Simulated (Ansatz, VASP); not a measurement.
**AlNi: VASP beside Ansatz**

```
Ni Al
1.0
     0.00000    2.42444    2.42444
     2.42444    0.00000    2.42444
     2.42444    2.42444    0.00000
Ni Al
1 1
Direct
  0.00000 0.00000 0.00000
  0.50000 0.50000 0.50000
```

Alike in both runs: task relaxation of cell and atoms; functional PBE; k mesh 14 × 14 × 14; occupations fermi-dirac, width 0.08 eV; no spin polarisation.

```csv
,VASP,Ansatz
version,VASP 6.6.1,Ansatz 0.2.0
potentials or method,"VASP PAW PBE potentials, release 64 (Ni, Al)","PAW with Ansatz's default frozen-core files, scalar-relativistic"
plane-wave cutoff (eV),600,420
valence electrons in the cell,13,21
```

```tsv
	VASP	Ansatz	Ansatz less VASP
relaxed volume (Å³/atom)	14.33	14.34	+0.005
relaxed length of the cell vector where the two differ most in proportion (Å)	3.435	3.436	+0.0004
```

VASP's potentials hold 13 valence electrons a cell and Ansatz's 21, so a difference there can come from the potentials and not from the codes.
